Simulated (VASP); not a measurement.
A run of VASP 6.6.1 is set up as follows.

The input INCAR:

```
PREC = Accurate
ENCUT = 600
EDIFF = 1E-7
ISMEAR = 0
SIGMA = 0.1
LREAL = False
LASPH = True
NELM = 100
ALGO = Normal
ISIF = 3
LWAVE = False
LCHARG = False
GGA = PE
IBRION = 2
NSW = 90
EDIFFG = -0.04
```

KPOINTS

```
regular mesh
0
Gamma
  6 6 6
```

POSCAR

```
SnH5
1.0
    0.0000000000      3.0508385200      3.0508385200
    3.0508385200      0.0000000000      3.0508385200
    3.0508385200      3.0508385200      0.0000000000
Sn H
1 5
Direct
    0.2500000000      0.2500000000      0.2500000000
    0.6549721800      0.6549721800      0.6549721800
    0.6549721800      0.6549721800      0.0350834500
    0.6549721800      0.0350834500      0.6549721800
    0.0350834500      0.6549721800      0.6549721800
    0.0000000000      0.0000000000      0.0000000000
```

Potentials or basis: VASP PAW PBE potentials, release 64 (Sn_d, H).

Launch:

```console
$ cat potpaw_PBE.64/Sn_d/POTCAR potpaw_PBE.64/H/POTCAR > POTCAR
$ mpirun -np 1 vasp_std > vasp.out
```

Estimate the relaxed cell.

a = 3.863 Å, b = 3.863 Å, c = 3.863 Å, α = 60.00°, β = 60.00°, γ = 60.00°.

Predict the relaxed volume.

6.79 Å³/atom.

What does it give for the band gap on the k mesh?

Zero (an odd number of electrons rules out a gap without spin polarisation).

Predict the space group after relaxing (to 0.1 Å).

F-43m (No. 216).

Forces on the atoms (eV/Å):
```
Sn   0.000  0.000  0.000
H   -0.019 -0.019 -0.019
H    0.019  0.019 -0.019
H    0.019 -0.019  0.019
H   -0.019  0.019  0.019
H    0.000  0.000  0.000
```

Caveat: the volume moved by over 15 % at a fixed basis, so the end points are rough; spin-orbit coupling is left out, which moves the levels of the heavy elements.
